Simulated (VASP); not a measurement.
# HfO2 (Fm-3m) in VASP: further runs

The runs below take HfO2 through single point, with LDA, PBE.

Everything below comes from runs of VASP 6.6.1. Logs are shortened: lines on timing, memory, paths and dates and some standing lists are left out, and cuts for length are marked.

**1. The cell of the first run**

Symmetry: Fm-3m, No. 225, cubic system. The conventional cell has a = 5.001 Å, b = 5.001 Å, c = 5.001 Å, α = 90.00°, β = 90.00°, γ = 90.00°. Hf (site symmetry m-3m) has 8 O at 2.17 Å within 2.9 Å. O (site symmetry -43m) has 4 Hf at 2.17 Å and 6 O at 2.50 Å within 2.9 Å.

**2. Single point, LDA**

File INCAR:

```
PREC = Accurate
ENCUT = 520
EDIFF = 1E-7
ISMEAR = 0
SIGMA = 0.01
LREAL = False
LASPH = True
NELM = 80
ALGO = Normal
ISIF = 2
LWAVE = False
LCHARG = True
LELF = True
LVHAR = True
NBANDS = 18
```

File KPOINTS:

```
regular mesh
0
Gamma
  8 8 8
```

File POSCAR:

```
HfO2
1.0
    0.0000000000      2.5005380718      2.5005380718
    2.5005380718      0.0000000000      2.5005380718
    2.5005380718      2.5005380718      0.0000000000
Hf O
1 2
Direct
    0.0000000000      0.0000000000      0.0000000000
    0.2500000000      0.2500000000      0.2500000000
    0.7500000000      0.7500000000      0.7500000000
```

Potentials or basis: VASP PAW LDA potentials, release 64 (Hf_pv, O).

Command:

```sh
$ cat potpaw_LDA.64/Hf_pv/POTCAR potpaw_LDA.64/O/POTCAR > POTCAR
$ mpirun -np 1 vasp_std > vasp.out
```

OUTCAR:

```text
PREC = Accurate
   ENCUT = 520
   EDIFF = 1E-7
   ISMEAR = 0
   LREAL = False
   LASPH = True
   NELM = 80
   ISIF = 2

 ion  position               nearest neighbor table
   1  0.000  0.000  0.000-   3 2.17   3 2.17   3 2.17   2 2.17   3 2.17   2 2.17   2 2.17   2 2.17

   2  0.250  0.250  0.250-   1 2.17   1 2.17   1 2.17   1 2.17
   3  0.750  0.750  0.750-   1 2.17   1 2.17   1 2.17   1 2.17

  LATTYP: Found a face centered cubic cell.
 ALAT       =     5.0010761436

  Lattice vectors:

 A1 = (   0.0000000000,   2.5005380718,   2.5005380718)
 A2 = (   2.5005380718,   0.0000000000,   2.5005380718)
 A3 = (   2.5005380718,   2.5005380718,   0.0000000000)

Analysis of symmetry for initial positions (statically):
=====================================================================
 Subroutine PRICEL returns:
 Original cell was already a primitive cell.

 Routine SETGRP: Setting up the symmetry group for a
 face centered cubic supercell.

 Subroutine GETGRP returns: Found 48 space group operations
 (whereof 48 operations were pure point group operations)
 out of a pool of 48 trial point group operations.

The static configuration has the point symmetry O_h .

Analysis of symmetry for dynamics (positions and initial velocities):
=====================================================================
 Subroutine PRICEL returns:
 Original cell was already a primitive cell.

 Routine SETGRP: Setting up the symmetry group for a
 face centered cubic supercell.

 Subroutine GETGRP returns: Found 48 space group operations
 (whereof 48 operations were pure point group operations)
 out of a pool of 48 trial point group operations.

The dynamic configuration has the point symmetry O_h .

 Subroutine INISYM returns: Found 48 space group operations
 (whereof 48 operations are pure point group operations),
 and found     1 'primitive' translations

----------------------------------------------------------------------------------------

                                     Primitive cell

  volume of cell :      31.2702

  direct lattice vectors                    reciprocal lattice vectors
     0.000000000  2.500538072  2.500538072    -0.199956964  0.199956964  0.199956964
     2.500538072  0.000000000  2.500538072     0.199956964 -0.199956964  0.199956964
     2.500538072  2.500538072  0.000000000     0.199956964  0.199956964 -0.199956964

  length of vectors
     3.536294854  3.536294854  3.536294854     0.346335620  0.346335620  0.346335620

  position of ions in fractional coordinates (direct lattice)
     0.000000000  0.000000000  0.000000000
     0.250000000  0.250000000  0.250000000
     0.750000000  0.750000000  0.750000000

  ion indices of the primitive-cell ions
   primitive index   ion index
                 1           1
                 2           2
                 3           3

----------------------------------------------------------------------------------------

 KPOINTS: regular mesh

Automatic generation of k-mesh.
 Grid dimensions read from file:
 generate k-points for:    8    8    8

 Generating k-lattice:

  Cartesian coordinates                     Fractional coordinates (reciprocal lattice)
    -0.024994620  0.024994620  0.024994620     0.125000000  0.000000000  0.000000000
     0.024994620 -0.024994620  0.024994620     0.000000000  0.125000000  0.000000000
     0.024994620  0.024994620 -0.024994620     0.000000000  0.000000000  0.125000000

  Length of vectors
     0.043291953  0.043291953  0.043291953

  Shift w.r.t. Gamma in fractional coordinates (k-lattice)
     0.000000000  0.000000000  0.000000000

 Subroutine IBZKPT returns following result:
 ===========================================

 Found     29 irreducible k-points:

 Following reciprocal coordinates:
            Coordinates               Weight
  0.000000  0.000000  0.000000      1.000000
  0.125000  0.000000  0.000000      8.000000
  0.250000  0.000000  0.000000      8.000000
  0.375000  0.000000  0.000000      8.000000
  0.500000  0.000000  0.000000      4.000000
  0.125000  0.125000  0.000000      6.000000
[... 16 lines left out ...]
  0.500000  0.250000  0.125000     48.000000
 -0.375000  0.250000  0.125000     24.000000
 [... further k-points ...]
   k-points           NKPTS =     29   k-points in BZ     NKDIM =     29   number of bands    NBANDS=     18
   number of dos      NEDOS =    301   number of ions     NIONS =      3
   total plane-waves  NPLWV =  21952
   dimension x,y,z NGX =    28 NGY =   28 NGZ =   28
   dimension x,y,z NGXF=    56 NGYF=   56 NGZF=   56
   ions per type =               1   2
   NGX,Y,Z   is equivalent  to a cutoff of  13.16, 13.16, 13.16 a.u.
   NGXF,Y,Z  is equivalent  to a cutoff of  26.33, 26.33, 26.33 a.u.
 SYSTEM =  unknown system
   PREC   = accura    normal or accurate (medium, high low for compatibility)
   ISTART =      0    job   : 0-new  1-cont  2-samecut
   ICHARG =      2    charge: 1-file 2-atom 10-const
   ISPIN  =      1    spin polarized calculation?
   LNONCOLLINEAR =      F non collinear calculations
   LSORBIT =      F    spin-orbit coupling
   LASPH  =      T    aspherical Exc in radial PAW
   ENCUT  =  520.0 eV  38.22 Ry    6.18 a.u.   6.58  6.58  6.58*2*pi/ulx,y,z
   NELM   =     80;   NELMIN=  2; NELMDL= -5     # of ELM steps
   EDIFF  = 0.1E-06   stopping-criterion for ELM
   LREAL  =      F    real-space projection
   EDIFFG = 0.1E-05   stopping-criterion for IOM
   NSW    =      0    number of steps for IOM
   IBRION =     -1    ionic relax: 0-MD 1-quasi-New 2-CG
   NFREE  =      0    steps in history (QN), initial steepest desc. (CG)
   ISIF   =      2    stress and relaxation
   ISYM   =      2    0-nonsym 1-usesym 2-fastsym
   POTIM  = 0.5000    time-step for ionic-motion
   TEBEG  =    0.0;   TEEND  =   0.0 temperature during run
   PSTRESS=    0.0 pullay stress
   NELECT =      22.0000    total number of electrons
   NUPDOWN=      -1.0000    fix difference up-down
   EMIN   =  10.00;   EMAX   =-10.00  energy-range for DOS
   EFERMI =   0.00;   METHOD = LEGACY
   ISMEAR =     0;   SIGMA  =   0.01  broadening in eV -4-tet -1-fermi 0-gaus
   EFERMI_NEDOS =   21; number of points for ismear=-14 and -15
   IALGO  =     38    algorithm
   IMIX   =      4    mixing-type and parameters
     AMIX     =   0.40;   BMIX     =  1.00
     AMIX_MAG =   1.60;   BMIX_MAG =  1.00
  volume/ion in A,a.u.               =      10.42        70.34
  Fermi-wavevector in a.u.,A,eV,Ry     =   1.456036  2.751510 28.844926  2.120042
  Thomas-Fermi vector in A             =   2.573001
   LORBIT       =      0    0 simple, 1 ext, 2 COOP (PROOUT), +10 PAW based schemes
   GGA     = CA    functional components
   LHFCALC =     F    Hartree Fock is set to
   AEXX    =    0.0000 exact exchange contribution
   IVDW    =     0    specifies the selected vdW correction
   LEPSILON=     F    determine dielectric tensor
   LRPA    =     F    only Hartree local field effects (RPA)
 non-spin polarized calculation
 Gauss-broadening in eV      SIGMA  =   0.01
  energy-cutoff  :      520.00
  volume of cell :       31.27
 maximum number of plane-waves:       869
 NGX is ok and might be reduce to    28
   NGX = 13   NGY = 13   NGZ = 13

 number of electron      22.0000000 magnetization

 Free energy of the ion-electron system (eV)
  ---------------------------------------------------
  ext. energy  EPLUGINS =         0.00000000
  ---------------------------------------------------
  free energy    TOTEN  =       -33.06782156 eV

  energy without entropy =      -33.06782156  energy(sigma->0) =      -33.06782156

 E-fermi :   4.4840     XC(G=0): -12.5284

 val. band max:        4.4199815466   @ k =   0.5000   0.5000   0.0000
 cond. band min:       8.1217417173   @ k =   0.5000   0.5000   0.0000
 fundamental gap:      3.7017601707
 Fermi energy:         4.4840484023

 k-point     1 :       0.0000    0.0000    0.0000
  band No.  band energies     occupation
      1     -24.8927      2.00000
      2     -24.8927      2.00000
      3     -24.8927      2.00000
      4     -14.3173      2.00000
      5     -10.9419      2.00000
      6      -1.2464      2.00000
[... 10 lines left out ...]
     17      15.3113      0.00000
     18      17.2626      0.00000

 k-point     2 :       0.1250    0.0000    0.0000
  band No.  band energies     occupation
      1     -24.9783      2.00000
      2     -24.9018      2.00000
      3     -24.9018      2.00000
      4     -14.0783      2.00000
      5     -11.1409      2.00000
      6      -1.0864      2.00000
[... 10 lines left out ...]
     17      15.0129      0.00000
     18      17.2577      0.00000

 k-point     3 :       0.2500    0.0000    0.0000
  band No.  band energies     occupation
      1     -25.1753      2.00000
      2     -24.9239      2.00000
      3     -24.9239      2.00000
      4     -13.5219      2.00000
      5     -11.5236      2.00000
      6      -0.6946      2.00000
[... 10 lines left out ...]
     17      14.4917      0.00000
     18      17.1762      0.00000

 k-point     4 :       0.3750    0.0000    0.0000
  band No.  band energies     occupation
      1     -25.3599      2.00000
      2     -24.9458      2.00000
      3     -24.9458      2.00000
      4     -13.0783      2.00000
      5     -11.6946      2.00000
      6      -0.3157      2.00000
[... 375 lines left out ...]
      4     -13.0322      2.00000
      5     -11.8183      2.00000
      6      -0.6722      2.00000
[... 10 lines left out ...]
     17      14.5688      0.00000
     18      17.2412      0.00000

 k-point    23 :       0.5000    0.2500    0.1250
  band No.  band energies     occupation
      1     -25.3245      2.00000
      2     -25.0832      2.00000
      3     -24.9773      2.00000
      4     -12.6178      2.00000
      5     -11.9528      2.00000
      6      -0.6853      2.00000
[... 10 lines left out ...]
     17      15.3564      0.00000
     18      17.2298      0.00000

 k-point    24 :      -0.3750    0.2500    0.1250
  band No.  band energies     occupation
      1     -25.3596      2.00000
      2     -25.1109      2.00000
      3     -24.9897      2.00000
      4     -12.5502      2.00000
      5     -11.8822      2.00000
      6      -0.6888      2.00000
[... 10 lines left out ...]
     17      15.4435      0.00000
     18      17.2269      0.00000

 [... further k-points ...]

------------------------ aborting loop because EDIFF is reached ----------------------------------------

  FORCE on cell =-STRESS in cart. coord.  units (eV):
  Direction    XX          YY          ZZ          XY          YZ          ZX
  --------------------------------------------------------------------------------------
  -------------------------------------------------------------------------------------
  Total       -0.6296582     -0.6296582     -0.6296582     -0.0000000     -0.0000000      0.0000000
  in kB      -32.2615372    -32.2615372    -32.2615372     -0.0000000     -0.0000000      0.0000000
  external PRESSURE =     -32.2615372 kB  Pullay stress =       0.0000000 kB

 VOLUME and BASIS-vectors are now :
 -----------------------------------------------------------------------------
  energy-cutoff  :      520.00
  volume of cell :       31.27
      direct lattice vectors                 reciprocal lattice vectors
     0.000000000  2.500538072  2.500538072    -0.199956964  0.199956964  0.199956964
     2.500538072  0.000000000  2.500538072     0.199956964 -0.199956964  0.199956964
     2.500538072  2.500538072  0.000000000     0.199956964  0.199956964 -0.199956964

 POSITION                                       TOTAL-FORCE (eV/Angst)
 -----------------------------------------------------------------------------------
      0.00000      0.00000      0.00000         0.000000      0.000000      0.000000
      1.25027      1.25027      1.25027        -0.000000      0.000000     -0.000000
      3.75081      3.75081      3.75081         0.000000     -0.000000      0.000000
 -----------------------------------------------------------------------------------
    total drift:                                0.000000      0.000000      0.000000

  FREE ENERGIE OF THE ION-ELECTRON SYSTEM (eV)
  ---------------------------------------------------
  free  energy   TOTEN  =       -33.0678215621 eV

  energy  without entropy=      -33.0678215621  energy(sigma->0) =      -33.06782156
```

Wall time 10 s (1 thread of Intel Xeon 6975P-C (Granite Rapids), shared host); peak memory 0.14 GiB.

Results:

| Quantity | Value |
| --- | --- |
| Free energy | -33.0678 eV |
| Pressure | -3.2 GPa |
| Band gap on the k mesh | 3.70 eV, direct |

Caveat: spin-orbit coupling is left out, which moves the levels of the heavy elements.

**3. Single point, LDA**

File INCAR:

```
PREC = Accurate
ENCUT = 520
EDIFF = 1E-6
ISMEAR = 0
SIGMA = 0.01
LREAL = F
LASPH = T
NELM = 80
ALGO = Normal
ISIF = 2
LWAVE = F
LCHARG = T
GGA = CA
LELF = T
LVHAR = T
NBANDS = 18
```

KPOINTS is that of step 2.

POSCAR is that of step 2.

Potentials or basis: VASP PAW LDA potentials, release 64 (Hf_pv, O).

Command:

```sh
$ cat potpaw_LDA.64/Hf_pv/POTCAR potpaw_LDA.64/O/POTCAR > POTCAR
$ mpirun -np 1 vasp_std > vasp.out
```

Run time: 8.5 s. Hardware: 1 thread of Intel Xeon 6975P-C (Granite Rapids), shared host; peak memory 0.14 GiB.

Results (log left out):

- Free energy: -33.0678 eV
- Pressure: -3.2 GPa
- Band gap on the k mesh: 3.70 eV, direct

Levels at points of the mesh, in eV from the valence-band top:
| k point | band 7 | band 8 | band 9 | band 10 | band 11 | band 12 | band 13 | band 14 | band 15 | band 16 |
| --- | --- | --- | --- | --- | --- | --- | --- | --- | --- | --- |
| (0.00, 0.00, 0.00) | -5.67 | -5.67 | -0.63 | -0.63 | -0.63 | 3.78 | 3.78 | 6.02 | 10.89 | 10.89 |
| (0.50, 0.00, 0.00) | -4.59 | -3.13 | -2.85 | -1.89 | -1.89 | 4.57 | 4.57 | 7.33 | 8.93 | 9.76 |
| (0.50, 0.50, 0.00) | -3.57 | -3.57 | -1.62 | -1.62 | 0.00 | 3.70 | 5.54 | 6.98 | 8.45 | 8.45 |

Caveat: spin-orbit coupling is left out, which moves the levels of the heavy elements. LDA gaps usually lie below the measured ones, often by a third to a half.

**4. Single point, LDA**

This run uses another cell than the first one, of 10.27 Å³/atom, 0.985 times its volume.

File INCAR:

```
ALGO     = Normal         # electronic algorithm
EDIFF    = 1E-6           # SCF threshold, eV
ENCUT    = 520            # plane-wave cutoff, eV
GGA      = CA             # functional
ISIF     = 2              # what is computed and relaxed
ISMEAR   = 0              # smearing method
LASPH    = True           # aspherical terms in the spheres
LCHARG   = False          # write CHGCAR
LREAL    = False          # projectors in reciprocal space
LWAVE    = False          # write WAVECAR
NBANDS   = 18             # bands
NELM     = 80             # most SCF steps
PREC     = Accurate       # precision mode
SIGMA    = 0.01           # smearing width, eV
```

File KPOINTS:

```
k-points
0
Gamma
  8 8 8
```

File POSCAR:

```
HfO2
1.0
    0.0000000000      2.4880353815      2.4880353815
    2.4880353815      0.0000000000      2.4880353815
    2.4880353815      2.4880353815      0.0000000000
Hf O
1 2
Direct
    0.0000000000      0.0000000000      0.0000000000
    0.2500000000      0.2500000000      0.2500000000
    0.7500000000      0.7500000000      0.7500000000
```

Command:

```sh
$ cat potpaw_LDA.64/Hf_pv/POTCAR potpaw_LDA.64/O/POTCAR > POTCAR
$ mpirun -np 1 vasp_std > vasp.out
```

Wall time 8.2 s (1 thread of Intel Xeon 6975P-C (Granite Rapids), shared host); peak memory 0.14 GiB.

The run converged. Its results:

| Property | Result |
| --- | --- |
| Free energy | -33.0703 eV |
| Pressure | 1.1 GPa |
| Band gap on the k mesh | 3.74 eV, direct |

Levels at points of the mesh, in eV from the valence-band top:
| k point | band 9 | band 10 | band 11 | band 12 | band 13 | band 14 |
| --- | --- | --- | --- | --- | --- | --- |
| (0.00, 0.00, 0.00) | -0.64 | -0.64 | -0.64 | 3.81 | 3.81 | 6.14 |
| (0.50, 0.00, 0.00) | -2.88 | -1.90 | -1.90 | 4.63 | 4.63 | 7.48 |
| (0.50, 0.50, 0.00) | -1.65 | -1.65 | 0.00 | 3.74 | 5.62 | 7.12 |

Caveat: spin-orbit coupling is left out, which moves the levels of the heavy elements. A k mesh can miss the band edges.

**5. Single point, PBE**

File INCAR:

```
SYSTEM = HfO2
PREC = Accurate
ENCUT = 520
EDIFF = 1E-7
ISMEAR = 0
SIGMA = 0.01
LREAL = .FALSE.
LASPH = .TRUE.
NELM = 80
ALGO = Normal
ISIF = 2
LWAVE = .FALSE.
LCHARG = .FALSE.
GGA = PE
NBANDS = 18
```

File KPOINTS:

```
regular mesh
0
G
  8 8 8
  0 0 0
```

File POSCAR:

```
HfO2
1.0
    0.0000000000      2.5005380718      2.5005380718
    2.5005380718      0.0000000000      2.5005380718
    2.5005380718      2.5005380718      0.0000000000
Hf O
1 2
Direct
    0.0000000000      0.0000000000      0.0000000000
    0.2500000000      0.2500000000      0.2500000000
    0.7500000000      0.7500000000      0.7500000000
```

Potentials or basis: VASP PAW PBE potentials, release 64 (Hf_pv, O).

Command:

```sh
$ cat potpaw_PBE.64/Hf_pv/POTCAR potpaw_PBE.64/O/POTCAR > POTCAR
$ mpirun -np 1 vasp_std > vasp.out
```

It took 10 s on 1 thread of Intel Xeon 6975P-C (Granite Rapids), shared host; peak memory 0.16 GiB.

The run converged. Its results:

| Quantity | Value |
| --- | --- |
| Free energy | -30.1983 eV |
| Pressure | 11.7 GPa |
| Band gap on the k mesh | 3.91 eV, direct |

Levels at points of the mesh, in eV from the valence-band top:
| k point | band 7 | band 8 | band 9 | band 10 | band 11 | band 12 | band 13 | band 14 | band 15 | band 16 |
| --- | --- | --- | --- | --- | --- | --- | --- | --- | --- | --- |
| (0.00, 0.00, 0.00) | -5.60 | -5.60 | -0.63 | -0.63 | -0.63 | 3.98 | 3.98 | 6.17 | 10.95 | 10.95 |
| (0.50, 0.00, 0.00) | -4.52 | -3.10 | -2.82 | -1.88 | -1.88 | 4.76 | 4.76 | 7.38 | 9.20 | 9.83 |
| (0.50, 0.50, 0.00) | -3.55 | -3.55 | -1.60 | -1.60 | 0.00 | 3.91 | 5.73 | 7.02 | 8.53 | 8.53 |

Caveat: spin-orbit coupling is left out, which moves the levels of the heavy elements. A k mesh can miss the band edges.

**6. Single point, LDA**

This run uses another cell than the first one, of 10.58 Å³/atom, 1.015 times its volume.

File INCAR:

```
PREC = Accurate ; ENCUT = 520
EDIFF = 1E-6 ; ISMEAR = 0
SIGMA = 0.01 ; LREAL = F
LASPH = T ; NELM = 60
ALGO = Normal ; ISIF = 2
LWAVE = F ; LCHARG = F
GGA = CA ; NBANDS = 18
```

File KPOINTS:

```
Automatic mesh
0
Gamma
  8 8 8
```

File POSCAR:

```
HfO2
1.0
    0.0000000000      2.5130407622      2.5130407622
    2.5130407622      0.0000000000      2.5130407622
    2.5130407622      2.5130407622      0.0000000000
Hf O
1 2
Direct
    0.0000000000      0.0000000000      0.0000000000
    0.2500000000      0.2500000000      0.2500000000
    0.7500000000      0.7500000000      0.7500000000
```

Potentials or basis: VASP PAW LDA potentials, release 64 (Hf_pv, O).

Command:

```sh
$ cat potpaw_LDA.64/Hf_pv/POTCAR potpaw_LDA.64/O/POTCAR > POTCAR
$ mpirun -np 1 vasp_std > vasp.out
```

Wall time 8.5 s (1 thread of Intel Xeon 6975P-C (Granite Rapids), shared host); peak memory 0.13 GiB.

It converged, with:

* Free energy: -33.0531 eV
* Pressure: -7.2 GPa
* Band gap on the k mesh: 3.66 eV, direct

Levels at points of the mesh, in eV from the valence-band top:
```
           k point  band 7  band 8  band 9  band 10  band 11  band 12  band 13  band 14  band 15  band 16
(0.00, 0.00, 0.00)   -5.57   -5.57   -0.63    -0.63    -0.63     3.74     3.74     5.90    10.70    10.70
(0.50, 0.00, 0.00)   -4.51   -3.11   -2.82    -1.87    -1.87     4.52     4.52     7.18     8.88     9.59
(0.50, 0.50, 0.00)   -3.54   -3.54   -1.60    -1.60     0.00     3.66     5.46     6.83     8.31     8.31
```

Caveat: spin-orbit coupling is left out, which moves the levels of the heavy elements. A k mesh can miss the band edges.

**7. Overview**

```csv
level,potentials or basis,cell,gap on the mesh (eV),pressure (GPa)
LDA,"VASP PAW LDA potentials, release 64 (Hf_pv, O)","a = 3.536 Å, angles 60.0°, 3 atoms",3.70,-3.2
LDA,"VASP PAW LDA potentials, release 64 (Hf_pv, O)","a = 3.519 Å, angles 60.0°, 3 atoms",3.74,1.1
PBE,"VASP PAW PBE potentials, release 64 (Hf_pv, O)","a = 3.536 Å, angles 60.0°, 3 atoms",3.91,11.7
LDA,"VASP PAW LDA potentials, release 64 (Hf_pv, O)","a = 3.554 Å, angles 60.0°, 3 atoms",3.66,-7.2
```

Alike in all rows: task single point; no spin polarisation; k mesh 8 × 8 × 8; cutoff (eV) 520; smearing gaussian 0.01 eV.

Caveats: spin-orbit coupling is left out, which moves the levels of the heavy elements.

Absolute energies hang on the potentials; compare differences alone.
